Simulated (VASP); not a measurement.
# TiNi (Pm-3m) in VASP: notebook

The runs below take TiNi through single point, with r2SCAN.

Everything below comes from runs of VASP 6.6.1. Logs are shortened: lines on timing, memory, paths and dates and some standing lists are left out, and cuts for length are marked.

## 1. The cell of the first run

Symmetry: Pm-3m, No. 221, cubic system. Conventional cell: a = 3.085 Å, b = 3.085 Å, c = 3.085 Å, α = 90.00°, β = 90.00°, γ = 90.00°. Ti (site symmetry m-3m) has 8 Ni at 2.67 Å and 6 Ti at 3.09 Å within 3.5 Å. Ni (site symmetry m-3m) has 8 Ti at 2.67 Å and 6 Ni at 3.09 Å within 3.5 Å.

## 2. Single point, r2SCAN (14.68 Å³/atom)

Input file POSCAR:

```
TiNi
1.0
    3.0850557731      0.0000000000      0.0000000000
    0.0000000000      3.0850557731      0.0000000000
    0.0000000000      0.0000000000      3.0850557731
Ti Ni
1 1
Direct
    0.5000000000      0.5000000000      0.5000000000
    0.0000000000      0.0000000000      0.0000000000
```

Input file INCAR.step1:

```
ALGO     = Normal         # electronic algorithm
EDIFF    = 1E-4           # SCF threshold, eV
ENCUT    = 520            # plane-wave cutoff, eV
GGA      = PE             # functional
ISMEAR   = 0              # smearing method
LASPH    = True           # aspherical terms in the spheres
LCHARG   = False          # write CHGCAR
LREAL    = False          # projectors in reciprocal space
LWAVE    = True           # write WAVECAR
NBANDS   = 18             # bands
NELM     = 80             # most SCF steps
PREC     = Accurate       # precision mode
SIGMA    = 0.1            # smearing width, eV
```

Input file INCAR.step2:

```
ALGO     = Normal         # electronic algorithm
EDIFF    = 1E-7           # SCF threshold, eV
ENCUT    = 520            # plane-wave cutoff, eV
ISIF     = 2              # what is computed and relaxed
ISMEAR   = 0              # smearing method
ISTART   = 1            
LASPH    = True           # aspherical terms in the spheres
LCHARG   = False          # write CHGCAR
LMIXTAU  = True         
LREAL    = False          # projectors in reciprocal space
LWAVE    = False          # write WAVECAR
METAGGA  = R2SCAN         # meta-GGA
NBANDS   = 18             # bands
NELM     = 80             # most SCF steps
PREC     = Accurate       # precision mode
SIGMA    = 0.1            # smearing width, eV
```

Input file KPOINTS:

```
k-points
0
Gamma
  14 14 14
```

Potentials or basis: VASP PAW PBE potentials, release 64 (Ti_sv, Ni).

Command:

```console
$ cat potpaw_PBE.64/Ti_sv/POTCAR potpaw_PBE.64/Ni/POTCAR > POTCAR
$ cp INCAR.step1 INCAR
$ mpirun -np 1 vasp_std > vasp.out
$ cp INCAR.step2 INCAR
$ mpirun -np 1 vasp_std > vasp.out
```

OUTCAR:

```text
EDIFF = 1E-7
   ENCUT = 520
   ISIF = 2
   ISMEAR = 0
   ISTART = 1
   LASPH = True
   LREAL = False
   METAGGA = R2SCAN
   NELM = 80
   PREC = Accurate

 ion  position               nearest neighbor table
   1  0.500  0.500  0.500-   2 2.67   2 2.67   2 2.67   2 2.67   2 2.67   2 2.67   2 2.67   2 2.67

   2  0.000  0.000  0.000-   1 2.67   1 2.67   1 2.67   1 2.67   1 2.67   1 2.67   1 2.67   1 2.67

  LATTYP: Found a simple cubic cell.
 ALAT       =     3.0850557731

  Lattice vectors:

 A1 = (   3.0850557731,   0.0000000000,   0.0000000000)
 A2 = (   0.0000000000,   3.0850557731,   0.0000000000)
 A3 = (   0.0000000000,   0.0000000000,   3.0850557731)

Analysis of symmetry for initial positions (statically):
=====================================================================
 Subroutine PRICEL returns:
 Original cell was already a primitive cell.

 Routine SETGRP: Setting up the symmetry group for a
 simple cubic supercell.

 Subroutine GETGRP returns: Found 48 space group operations
 (whereof 48 operations were pure point group operations)
 out of a pool of 48 trial point group operations.

The static configuration has the point symmetry O_h .

Analysis of symmetry for dynamics (positions and initial velocities):
=====================================================================
 Subroutine PRICEL returns:
 Original cell was already a primitive cell.

 Routine SETGRP: Setting up the symmetry group for a
 simple cubic supercell.

 Subroutine GETGRP returns: Found 48 space group operations
 (whereof 48 operations were pure point group operations)
 out of a pool of 48 trial point group operations.

The dynamic configuration has the point symmetry O_h .

 Subroutine INISYM returns: Found 48 space group operations
 (whereof 48 operations are pure point group operations),
 and found     1 'primitive' translations

----------------------------------------------------------------------------------------

                                     Primitive cell

  volume of cell :      29.3622

  direct lattice vectors                    reciprocal lattice vectors
     3.085055773  0.000000000  0.000000000     0.324143248  0.000000000  0.000000000
     0.000000000  3.085055773  0.000000000     0.000000000  0.324143248  0.000000000
     0.000000000  0.000000000  3.085055773     0.000000000  0.000000000  0.324143248

[... 74 lines left out ...]
   PREC   = accura    normal or accurate (medium, high low for compatibility)
   ISTART =      1    job   : 0-new  1-cont  2-samecut
   ICHARG =      0    charge: 1-file 2-atom 10-const
   ISPIN  =      1    spin polarized calculation?
   LNONCOLLINEAR =      F non collinear calculations
   LSORBIT =      F    spin-orbit coupling
   LASPH  =      T    aspherical Exc in radial PAW
   ENCUT  =  520.0 eV  38.22 Ry    6.18 a.u.   5.74  5.74  5.74*2*pi/ulx,y,z
   NELM   =     80;   NELMIN=  2; NELMDL=  0     # of ELM steps
   EDIFF  = 0.1E-06   stopping-criterion for ELM
   LREAL  =      F    real-space projection
   EDIFFG = 0.1E-05   stopping-criterion for IOM
   NSW    =      0    number of steps for IOM
   IBRION =     -1    ionic relax: 0-MD 1-quasi-New 2-CG
   NFREE  =      0    steps in history (QN), initial steepest desc. (CG)
   ISIF   =      2    stress and relaxation
   ISYM   =      2    0-nonsym 1-usesym 2-fastsym
   POTIM  = 0.5000    time-step for ionic-motion
   TEBEG  =    0.0;   TEEND  =   0.0 temperature during run
   PSTRESS=    0.0 pullay stress
   NELECT =      22.0000    total number of electrons
   NUPDOWN=      -1.0000    fix difference up-down
   EMIN   =  10.00;   EMAX   =-10.00  energy-range for DOS
   EFERMI =   0.00;   METHOD = LEGACY
   ISMEAR =     0;   SIGMA  =   0.10  broadening in eV -4-tet -1-fermi 0-gaus
   EFERMI_NEDOS =   21; number of points for ismear=-14 and -15
   IALGO  =     38    algorithm
   IMIX   =      4    mixing-type and parameters
     AMIX     =   0.40;   BMIX     =  1.00
     AMIX_MAG =   1.60;   BMIX_MAG =  1.00
  volume/ion in A,a.u.               =      14.68        99.07
  Fermi-wavevector in a.u.,A,eV,Ry     =   1.486915  2.809861 30.081327  2.210915
  Thomas-Fermi vector in A             =   2.600141
   LORBIT       =      0    0 simple, 1 ext, 2 COOP (PROOUT), +10 PAW based schemes
   METAGGA = R2SCAN    functional components
   LHFCALC =     F    Hartree Fock is set to
   AEXX    =    0.0000 exact exchange contribution
   IVDW    =     0    specifies the selected vdW correction
   LEPSILON=     F    determine dielectric tensor
   LRPA    =     F    only Hartree local field effects (RPA)
 non-spin polarized calculation
 Gauss-broadening in eV      SIGMA  =   0.10
  energy-cutoff  :      520.00
  volume of cell :       29.36
 maximum number of plane-waves:       840
 NGX is ok and might be reduce to    24
   NGX = 11   NGY = 11   NGZ = 11

 number of electron      22.0000023 magnetization

 Free energy of the ion-electron system (eV)
  ---------------------------------------------------
  ext. energy  EPLUGINS =         0.00000000
  ---------------------------------------------------
  free energy    TOTEN  =       -25.46523253 eV

  energy without entropy =      -25.45281716  energy(sigma->0) =      -25.45902485

 E-fermi :   8.4017     XC(G=0): -13.0026

 val. band max:        8.3812216008   @ k =   0.3571   0.2857   0.2857
 cond. band min:       8.4069345041   @ k =   0.3571   0.1429   0.0000
 fundamental gap:      0.0257129032
 Fermi energy:         8.4017292284

 k-point     1 :       0.0000    0.0000    0.0000
  band No.  band energies     occupation
      1     -51.4039      2.00000
      2     -26.4692      2.00000
      3     -26.4692      2.00000
      4     -26.4692      2.00000
      5       0.5739      2.00000
      6       4.8568      2.00000
[... 481 lines left out ...]
      5       3.3119      2.00000
      6       5.2162      2.00000
[... 10 lines left out ...]
     17      17.0598      0.00000
     18      21.2964      0.00000

 [... further k-points ...]
[... 5 lines left out ...]
  --------------------------------------------------------------------------------------
  -------------------------------------------------------------------------------------
  Total       -2.4075065     -2.4075065     -2.4075065      0.0000000      0.0000000     -0.0000000
  in kB     -131.3678210   -131.3678210   -131.3678210      0.0000000      0.0000000     -0.0000000
  external PRESSURE =    -131.3678210 kB  Pullay stress =       0.0000000 kB

 VOLUME and BASIS-vectors are now :
 -----------------------------------------------------------------------------
  energy-cutoff  :      520.00
  volume of cell :       29.36
      direct lattice vectors                 reciprocal lattice vectors
     3.085055773  0.000000000  0.000000000     0.324143248  0.000000000  0.000000000
     0.000000000  3.085055773  0.000000000     0.000000000  0.324143248  0.000000000
     0.000000000  0.000000000  3.085055773     0.000000000  0.000000000  0.324143248

 POSITION                                       TOTAL-FORCE (eV/Angst)
 -----------------------------------------------------------------------------------
      1.54253      1.54253      1.54253         0.000000      0.000000      0.000000
      0.00000      0.00000      0.00000         0.000000      0.000000      0.000000
 -----------------------------------------------------------------------------------
    total drift:                                0.000000      0.000000     -0.000000

  FREE ENERGIE OF THE ION-ELECTRON SYSTEM (eV)
  ---------------------------------------------------
  free  energy   TOTEN  =       -25.4652325322 eV

  energy  without entropy=      -25.4528171606  energy(sigma->0) =      -25.45902485
```

OSZICAR.step1:

```text
N       E                     dE             d eps       ncg     rms          rms(c)
DAV:   1     0.170296075589E+03    0.17030E+03   -0.11095E+04  4392   0.156E+03
DAV:   2    -0.198736482994E+01   -0.17228E+03   -0.16781E+03  4440   0.356E+02
DAV:   3    -0.158886866253E+02   -0.13901E+02   -0.13705E+02  6744   0.958E+01
DAV:   4    -0.164808211584E+02   -0.59213E+00   -0.58636E+00  5392   0.164E+01
DAV:   5    -0.164994523156E+02   -0.18631E-01   -0.18626E-01  5262   0.295E+00    0.117E+01
DAV:   6    -0.141496504297E+02    0.23498E+01   -0.10645E+01  4662   0.465E+01    0.481E+00
DAV:   7    -0.159977954117E+02   -0.18481E+01   -0.12216E+01  5460   0.358E+01    0.221E+01
DAV:   8    -0.139613081989E+02    0.20365E+01   -0.13033E+01  5550   0.314E+01    0.146E+00
DAV:   9    -0.139788093272E+02   -0.17501E-01   -0.18536E-01  5854   0.458E+00    0.181E+00
DAV:  10    -0.139602891545E+02    0.18520E-01   -0.43732E-02  6216   0.258E+00    0.619E-01
DAV:  11    -0.139585159731E+02    0.17732E-02   -0.32946E-03  6480   0.570E-01    0.322E-01
DAV:  12    -0.139577853953E+02    0.73058E-03   -0.16555E-03  5606   0.400E-01    0.707E-02
DAV:  13    -0.139577662702E+02    0.19125E-04   -0.90877E-05  2500   0.791E-02
   1 F= -.13957766E+02 E0= -.13950492E+02  d E =-.145482E-01
```

Wall time 4.8 min (1 thread of Intel Xeon 8259CL, shared host); peak memory 0.2 GiB.

Results:

- Free energy: -25.4652 eV
- Pressure: -13.1 GPa
- Band gap on the k mesh: zero (bands 11 and 12 overlap by 1.65 eV)

Caveat: the cell stands under tension; the PAW data sets were made with another functional, which shifts forces and pressure a little. Spin polarisation is off, so any magnetic state and its effect on volume and gap are missing.

## 3. Single point, r2SCAN, collinear spin, ferromagnetic start

This run uses another cell than the first one, of 13.35 Å³/atom.

Input file POSCAR:

```
TiNi
1.0
    2.9885839385      0.0000000000      0.0000000000
    0.0000000000      2.9885839385      0.0000000000
    0.0000000000      0.0000000000      2.9885839385
Ti Ni
1 1
Direct
    0.5000000000      0.5000000000      0.5000000000
    0.0000000000      0.0000000000      0.0000000000
```

Input file INCAR.step1:

```
  ALGO = Normal
  EDIFF = 1E-4
  ENCUT = 520
  GGA = PE
  ISMEAR = 0
  ISPIN = 2
  LASPH = True
  LCHARG = False
  LMAXMIX = 4
  LREAL = False
  LWAVE = True
  MAGMOM = 0.5 0.38
  NBANDS = 22
  NELM = 150
  PREC = Accurate
  SIGMA = 0.1
```

Input file INCAR.step2:

```
  ALGO = Normal
  EDIFF = 1E-6
  ENCUT = 520
  ISIF = 2
  ISMEAR = 0
  ISPIN = 2
  ISTART = 1
  LASPH = True
  LCHARG = False
  LMAXMIX = 4
  LMIXTAU = True
  LORBIT = 11
  LREAL = False
  LWAVE = False
  MAGMOM = 0.5 0.38
  METAGGA = R2SCAN
  NBANDS = 22
  NELM = 150
  PREC = Accurate
  SIGMA = 0.1
```

KPOINTS is that of step 2.

Potentials or basis: VASP PAW PBE potentials, release 64 (Ti_sv, Ni).

Command:

```console
$ cat potpaw_PBE.64/Ti_sv/POTCAR potpaw_PBE.64/Ni/POTCAR > POTCAR
$ cp INCAR.step1 INCAR
$ mpirun -np 1 vasp_std > vasp.out
$ cp INCAR.step2 INCAR
$ mpirun -np 1 vasp_std > vasp.out
```

Run time: 9 min. Hardware: 1 thread of Intel Xeon 8259CL, shared host; peak memory 0.24 GiB.

It converged, with:

```
Free energy                                           : -25.5790 eV
Pressure                                              : 0.5 GPa
Band gap on the k mesh                                : zero (filled and empty bands overlap)
Net moment                                            : 0.00 μB per cell
Valence electrons inside the program's atomic spheres : Ti 10.21; Ni 9.45
```

Levels at points of the mesh, in eV from the Fermi level:
Spin up:
```csv
k point,band 9,band 10,band 11,band 12,band 13,band 14
"(0.00, 0.00, 0.00)",-2.07,-2.07,0.53,0.53,2.71,2.71
"(0.50, 0.00, 0.00)",-2.20,-1.77,-0.67,-0.64,0.69,0.69
"(0.50, 0.50, 0.00)",-1.33,-0.75,0.33,0.33,1.02,2.38
"(0.50, 0.50, 0.50)",-2.30,-2.30,-1.30,-1.30,3.33,3.33
```
Spin down:
```tsv
k point	band 7	band 8	band 9	band 10	band 11	band 12	band 13	band 14	band 15	band 16
(0.00, 0.00, 0.00)	-4.05	-2.07	-2.07	-2.07	0.53	0.53	2.71	2.71	2.71	9.06
(0.50, 0.00, 0.00)	-2.87	-2.20	-2.20	-1.77	-0.67	-0.64	0.69	0.69	2.35	4.03
(0.50, 0.50, 0.00)	-2.86	-2.86	-1.33	-0.75	0.33	0.33	1.02	2.38	2.38	3.26
(0.50, 0.50, 0.50)	-2.97	-2.30	-2.30	-2.30	-1.30	-1.30	3.33	3.33	6.62	8.28
```

Caveat: the PAW data sets were made with another functional, which shifts forces and pressure a little.

The gap in the log of VASP goes by the Fermi energy; the results here count the filled bands.